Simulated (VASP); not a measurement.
# CaO (P1) in VASP: single point with r2SCAN

Aim: the single point of CaO with r2SCAN.

Everything below comes from runs of VASP 6.6.1. Logs are shortened: lines on timing, memory, paths and dates and some standing lists are left out, and cuts for length are marked.

## (1) The cell of the first run

The typed cell holds 16 atoms: a = 6.768 Å, b = 6.768 Å, c = 5.926 Å, α = 90.00°, β = 90.00°, γ = 120.00°.

## (2) Single point, r2SCAN

POSCAR reads:

```
CaO
1.0
    6.7678090000      0.0000000000      0.0000000000
   -3.3839040000      5.8610940000      0.0000000000
    0.0000000000      0.0000000000      5.9263370000
Ca O
8 8
Direct
    0.0156025238      0.0039238408      0.0382624208
    0.0184094372     -0.0148182234      0.5362241466
    0.0059022669      0.5206744679      0.0136980060
    0.0091268092      0.5077279088      0.5017034975
    0.5113720938     -0.0018414651      0.0252503359
    0.5024467960     -0.0117116361      0.5112824330
    0.5399162875      0.5054544425     -0.0281220930
    0.5473223589      0.5266361536      0.4951135921
    0.1750709829      0.3632026717      0.2848295667
    0.3284859465      0.1396408247      0.8083553129
    0.1859474038      0.8319404193      0.2871328445
    0.3678546295      0.6705485358      0.7355975538
    0.7082989903      0.3612975666      0.2594867622
    0.8302748441      0.1437400594      0.7843747327
    0.6913539161      0.8160450933      0.2689425188
    0.8920766125      0.6983638208      0.7716093432
```

INCAR.step1 reads:

```
SYSTEM = CaO
ALGO     = Normal         ! electronic algorithm
EDIFF    = 1E-4           ! SCF threshold, eV
ENCUT    = 520            ! plane-wave cutoff, eV
GGA      = PE             ! functional
ISMEAR   = -1             ! smearing method
LASPH    = .TRUE.         ! aspherical terms in the spheres
LCHARG   = .FALSE.        ! write CHGCAR
LREAL    = Auto         
LWAVE    = .TRUE.         ! write WAVECAR
NBANDS   = 78             ! bands
NELM     = 100            ! most SCF steps
PREC     = Accurate       ! precision mode
SIGMA    = 0.112          ! smearing width, eV
```

INCAR.step2 reads:

```
SYSTEM = CaO
ALGO     = Normal         ! electronic algorithm
EDIFF    = 1E-6           ! SCF threshold, eV
ENCUT    = 520            ! plane-wave cutoff, eV
ISIF     = 2              ! what is computed and relaxed
ISMEAR   = -1             ! smearing method
ISTART   = 1            
LASPH    = .TRUE.         ! aspherical terms in the spheres
LCHARG   = .FALSE.        ! write CHGCAR
LMIXTAU  = .TRUE.       
LREAL    = Auto         
LWAVE    = .FALSE.        ! write WAVECAR
METAGGA  = R2SCAN         ! meta-GGA
NBANDS   = 78             ! bands
NELM     = 100            ! most SCF steps
PREC     = Accurate       ! precision mode
SIGMA    = 0.112          ! smearing width, eV
```

KPOINTS reads:

```
k-points
0
G
  3 3 3
  0 0 0
```

Potentials or basis: VASP PAW PBE potentials, release 64 (Ca_sv, O).

The run is started by

```bash
> cat potpaw_PBE.64/Ca_sv/POTCAR potpaw_PBE.64/O/POTCAR > POTCAR
> cp INCAR.step1 INCAR
> mpirun -np 1 vasp_std > vasp.out
> cp INCAR.step2 INCAR
> mpirun -np 1 vasp_std > vasp.out
```

OUTCAR:

```text
SYSTEM = CaO
   EDIFF = 1E-6
   ENCUT = 520
   ISIF = 2
   ISMEAR = -1
   ISTART = 1
   LASPH = .TRUE.
   LREAL = Auto
   METAGGA = R2SCAN
   NELM = 100
   PREC = Accurate

 ion  position               nearest neighbor table
   1  0.016  0.004  0.038-  10 2.29  15 2.35  16 2.40  14 2.43  11 2.49   9 2.57   2 2.95   2 2.98

   2  0.018  0.985  0.536-  16 2.19  11 2.39  10 2.43  15 2.49  14 2.51   1 2.95   1 2.98   8 3.16

   3  0.006  0.521  0.014-  16 2.24  13 2.27  11 2.45   9 2.50   4 2.89   4 3.04   7 3.11
   4  0.009  0.508  0.502-   9 2.23  13 2.27  11 2.29  16 2.42  12 2.52   3 2.89   3 3.04
   5  0.511  0.998  0.025-  10 2.30  14 2.35  11 2.46  13 2.54  15 2.57   6 2.88   6 3.05
   6  0.502  0.988  0.511-  11 2.28  12 2.29  14 2.51  15 2.56   5 2.88   5 3.05
   7  0.540  0.505  0.972-  10 2.36  16 2.38  12 2.42  13 2.50  15 2.53   8 2.83   8 3.10   3 3.11

   8  0.547  0.527  0.495-  15 2.16  13 2.37  12 2.37   9 2.52   7 2.83   7 3.10   2 3.16
   9  0.175  0.363  0.285-   4 2.23   3 2.50   8 2.52   1 2.57
  10  0.328  0.140  0.808-   1 2.29   5 2.30   7 2.36   2 2.43
  11  0.186  0.832  0.287-   6 2.28   4 2.29   2 2.39   3 2.45   5 2.46   1 2.49
  12  0.368  0.671  0.736-   6 2.29   8 2.37   7 2.42   4 2.52
  13  0.708  0.361  0.259-   3 2.27   4 2.27   8 2.37   7 2.50   5 2.54
  14  0.830  0.144  0.784-   5 2.35   1 2.43   2 2.51   6 2.51
  15  0.691  0.816  0.269-   8 2.16   1 2.35   2 2.49   7 2.53   6 2.56   5 2.57
  16  0.892  0.698  0.772-   2 2.19   3 2.24   7 2.38   1 2.40   4 2.42

  LATTYP: Found a hexagonal cell.
 ALAT       =     6.7678090000
 C/A-ratio  =     0.8756655219

  Lattice vectors:

 A1 = (   6.7678090000,   0.0000000000,   0.0000000000)
 A2 = (  -3.3839040000,   5.8610940000,   0.0000000000)
 A3 = (   0.0000000000,   0.0000000000,   5.9263370000)

Analysis of symmetry for initial positions (statically):
=====================================================================
 Subroutine PRICEL returns:
 Original cell was already a primitive cell.

 Routine SETGRP: Setting up the symmetry group for a
 hexagonal supercell.

 Subroutine GETGRP returns: Found  1 space group operations
 (whereof  1 operations were pure point group operations)
 out of a pool of 24 trial point group operations.

The static configuration has the point symmetry C_1 .

Analysis of symmetry for dynamics (positions and initial velocities):
=====================================================================
 Subroutine PRICEL returns:
 Original cell was already a primitive cell.

 Routine SETGRP: Setting up the symmetry group for a
 hexagonal supercell.

 Subroutine GETGRP returns: Found  1 space group operations
 (whereof  1 operations were pure point group operations)
 out of a pool of 24 trial point group operations.

The dynamic configuration has the point symmetry C_1 .

 Subroutine INISYM returns: Found  1 space group operations
 (whereof  1 operations are pure point group operations),
 and found     1 'primitive' translations

----------------------------------------------------------------------------------------

                                     Primitive cell

  volume of cell :     235.0786

  direct lattice vectors                    reciprocal lattice vectors
     6.767809000  0.000000000  0.000000000     0.147758307  0.085308293  0.000000000
    -3.383904000  5.861094000  0.000000000     0.000000000  0.170616612  0.000000000
     0.000000000  0.000000000  5.926337000     0.000000000  0.000000000  0.168738295

  length of vectors
     6.767809000  6.767808298  5.926337000     0.170616594  0.170616612  0.168738295

  position of ions in fractional coordinates (direct lattice)
     0.015602524  0.003923841  0.038262421
     0.018409437  0.985181777  0.536224147
     0.005902267  0.520674468  0.013698006
     0.009126809  0.507727909  0.501703498
     0.511372094  0.998158535  0.025250336
     0.502446796  0.988288364  0.511282433
[... 8 lines left out ...]
     0.691353916  0.816045093  0.268942519
     0.892076612  0.698363821  0.771609343

  ion indices of the primitive-cell ions
   primitive index   ion index
                 1           1
                 2           2
                 3           3
                 4           4
                 5           5
                 6           6
[... 8 lines left out ...]
                15          15
                16          16

----------------------------------------------------------------------------------------

 KPOINTS: k-points

Automatic generation of k-mesh.
 Grid dimensions read from file:
 generate k-points for:    3    3    3

 Generating k-lattice:

  Cartesian coordinates                     Fractional coordinates (reciprocal lattice)
     0.049252769  0.028436098  0.000000000     0.333333333 -0.000000000  0.000000000
     0.000000000  0.056872204  0.000000000     0.000000000  0.333333333  0.000000000
     0.000000000  0.000000000  0.056246098     0.000000000  0.000000000  0.333333333

  Length of vectors
     0.056872198  0.056872204  0.056246098

  Shift w.r.t. Gamma in fractional coordinates (k-lattice)
     0.000000000  0.000000000  0.000000000

 Subroutine IBZKPT returns following result:
 ===========================================

 Found     14 irreducible k-points:

 Following reciprocal coordinates:
            Coordinates               Weight
  0.000000  0.000000  0.000000      1.000000
  0.333333  0.000000  0.000000      2.000000
  0.000000  0.333333  0.000000      2.000000
 -0.333333  0.333333  0.000000      2.000000
  0.333333  0.333333  0.000000      2.000000
  0.000000  0.000000  0.333333      2.000000
  0.333333  0.000000  0.333333      2.000000
  0.000000  0.333333  0.333333      2.000000
 -0.333333  0.333333  0.333333      2.000000
 -0.333333  0.000000  0.333333      2.000000
  0.000000 -0.333333  0.333333      2.000000
  0.333333 -0.333333  0.333333      2.000000
  0.333333  0.333333  0.333333      2.000000
 -0.333333 -0.333333  0.333333      2.000000
   k-points           NKPTS =     14   k-points in BZ     NKDIM =     14   number of bands    NBANDS=     78
   number of dos      NEDOS =    301   number of ions     NIONS =     16
   total plane-waves  NPLWV = 120000
   dimension x,y,z NGX =    50 NGY =   50 NGZ =   48
   dimension x,y,z NGXF=   100 NGYF=  100 NGZF=   96
   ions per type =               8   8
   NGX,Y,Z   is equivalent  to a cutoff of  12.28, 12.28, 13.46 a.u.
   NGXF,Y,Z  is equivalent  to a cutoff of  24.56, 24.56, 26.93 a.u.
 SYSTEM =  CaO
   PREC   = accura    normal or accurate (medium, high low for compatibility)
   ISTART =      1    job   : 0-new  1-cont  2-samecut
   ICHARG =      0    charge: 1-file 2-atom 10-const
   ISPIN  =      1    spin polarized calculation?
   LNONCOLLINEAR =      F non collinear calculations
   LSORBIT =      F    spin-orbit coupling
   LASPH  =      T    aspherical Exc in radial PAW
   ENCUT  =  520.0 eV  38.22 Ry    6.18 a.u.  12.58 12.58 11.02*2*pi/ulx,y,z
   NELM   =    100;   NELMIN=  2; NELMDL=  0     # of ELM steps
   EDIFF  = 0.1E-05   stopping-criterion for ELM
   LREAL  =      T    real-space projection
   EDIFFG = 0.1E-04   stopping-criterion for IOM
   NSW    =      0    number of steps for IOM
   IBRION =     -1    ionic relax: 0-MD 1-quasi-New 2-CG
   NFREE  =      0    steps in history (QN), initial steepest desc. (CG)
   ISIF   =      2    stress and relaxation
   ISYM   =      2    0-nonsym 1-usesym 2-fastsym
   POTIM  = 0.5000    time-step for ionic-motion
   TEBEG  =    0.0;   TEEND  =   0.0 temperature during run
   PSTRESS=    0.0 pullay stress
   NELECT =     128.0000    total number of electrons
   NUPDOWN=      -1.0000    fix difference up-down
   EMIN   =  10.00;   EMAX   =-10.00  energy-range for DOS
   EFERMI =   0.00;   METHOD = LEGACY
   ISMEAR =    -1;   SIGMA  =   0.11  broadening in eV -4-tet -1-fermi 0-gaus
   EFERMI_NEDOS =   21; number of points for ismear=-14 and -15
   IALGO  =     38    algorithm
   IMIX   =      4    mixing-type and parameters
     AMIX     =   0.40;   BMIX     =  1.00
     AMIX_MAG =   1.60;   BMIX_MAG =  1.00
  volume/ion in A,a.u.               =      14.69        99.15
  Fermi-wavevector in a.u.,A,eV,Ry     =   1.336823  2.526228 24.314899  1.787095
  Thomas-Fermi vector in A             =   2.465419
   LORBIT       =      0    0 simple, 1 ext, 2 COOP (PROOUT), +10 PAW based schemes
   METAGGA = R2SCAN    functional components
   LHFCALC =     F    Hartree Fock is set to
   AEXX    =    0.0000 exact exchange contribution
   IVDW    =     0    specifies the selected vdW correction
   LEPSILON=     F    determine dielectric tensor
   LRPA    =     F    only Hartree local field effects (RPA)
 non-spin polarized calculation
  energy-cutoff  :      520.00
  volume of cell :      235.08
 maximum number of plane-waves:      6347
 NGX is ok and might be reduce to    50
   NGX = 25   NGY = 25   NGZ = 23

 number of electron     128.0000004 magnetization

 Free energy of the ion-electron system (eV)
  ---------------------------------------------------
  ext. energy  EPLUGINS =         0.00000000
  ---------------------------------------------------
  free energy    TOTEN  =      -151.09915247 eV

  energy without entropy =     -151.09915245  energy(sigma->0) =     -151.09915246

 E-fermi :   4.1552     XC(G=0): -10.7382

 val. band max:        2.0330419815   @ k =   0.0000   0.0000   0.0000
 cond. band min:       6.1103435913   @ k =   0.0000   0.0000   0.0000
 fundamental gap:      4.0773016098
 Fermi energy:         4.1551926069

 k-point     1 :       0.0000    0.0000    0.0000
  band No.  band energies     occupation
      1     -38.1667      2.00000
      2     -37.9477      2.00000
      3     -37.8078      2.00000
      4     -37.7811      2.00000
      5     -37.7279      2.00000
      6     -37.6927      2.00000
[... 68 lines left out ...]
     75       8.7784      0.00000
     76       8.9661      0.00000
[... 1025 lines left out ...]
     75       8.7576      0.00000
     76       8.7969      0.00000
 [bands above 76 left out]

------------------------ aborting loop because EDIFF is reached ----------------------------------------

  FORCE on cell =-STRESS in cart. coord.  units (eV):
  Direction    XX          YY          ZZ          XY          YZ          ZX
  --------------------------------------------------------------------------------------
  -------------------------------------------------------------------------------------
  Total       -3.1205123     -1.9854111     -1.9433392      0.7024568     -2.3614081     -0.4068585
  in kB      -21.2678384    -13.5315610    -13.2448202      4.7875914    -16.0941672     -2.7729426
  external PRESSURE =     -16.0147398 kB  Pullay stress =       0.0000000 kB

 VOLUME and BASIS-vectors are now :
 -----------------------------------------------------------------------------
  energy-cutoff  :      520.00
  volume of cell :      235.08
      direct lattice vectors                 reciprocal lattice vectors
     6.767809000  0.000000000  0.000000000     0.147758307  0.085308293  0.000000000
    -3.383904000  5.861094000  0.000000000     0.000000000  0.170616612  0.000000000
     0.000000000  0.000000000  5.926337000     0.000000000  0.000000000  0.168738295

 POSITION                                       TOTAL-FORCE (eV/Angst)
 -----------------------------------------------------------------------------------
      0.09232      0.02300      0.22676        -0.400080      1.061660      0.104754
     -3.20917      5.77424      3.17785        -0.511053      1.857906     -0.066122
     -1.72197      3.05172      0.08118         1.950315     -0.880700      0.024466
     -1.65633      2.97584      2.97326         1.497773     -0.755735      0.887160
      0.08320      5.85030      0.14964         0.577942     -0.122801     -0.532902
      0.05619      5.79245      3.03003         0.809405      0.221234      0.964394
[... 8 lines left out ...]
      1.91753      4.78292      1.59384        -0.378370      0.817926     -0.302458
      3.67421      4.09318      4.57282        -1.091680     -1.394209      0.008299
 -----------------------------------------------------------------------------------
    total drift:                               -0.004675     -0.002594     -0.006586

  FREE ENERGIE OF THE ION-ELECTRON SYSTEM (eV)
  ---------------------------------------------------
  free  energy   TOTEN  =      -151.0991524711 eV

  energy  without entropy=     -151.0991524547  energy(sigma->0) =     -151.09915246
```

Run time: 46 min. Hardware: 1 thread of Intel Xeon 8259CL, shared host; peak memory 0.46 GiB.

What came out:

```yaml
Free_energy: -151.0992 eV
Pressure: -1.6 GPa
Largest_force: 2.140 eV/Å
Band_gap_on_the_k_mesh: 4.08 eV
```

Forces in eV/Å, atoms in the order of the input:
```
Ca  -0.400  1.062  0.105
Ca  -0.511  1.858 -0.066
Ca   1.950 -0.881  0.024
Ca   1.498 -0.756  0.887
Ca   0.578 -0.123 -0.533
Ca   0.809  0.221  0.964
Ca  -1.312 -0.093  1.139
Ca  -1.488 -0.926 -0.565
O    1.084 -0.870 -0.644
O    0.719  0.811 -0.885
O   -0.323  0.638 -0.594
O   -0.021 -0.080  0.811
O   -0.968 -0.875 -0.153
O   -0.146  0.588 -0.196
O   -0.378  0.818 -0.302
O   -1.092 -1.394  0.008
```

Levels at points of the mesh, in eV from the valence-band top:
| k point | band 62 | band 63 | band 64 | band 65 | band 66 | band 67 |
| --- | --- | --- | --- | --- | --- | --- |
| (0.00, 0.00, 0.00) | -0.22 | -0.13 | 0.00 | 4.08 | 4.22 | 4.32 |

Caveat: the atoms stand as in a frame of molecular dynamics; the PAW data sets were made with another functional, which shifts forces and pressure a little. A k mesh can miss the band edges.
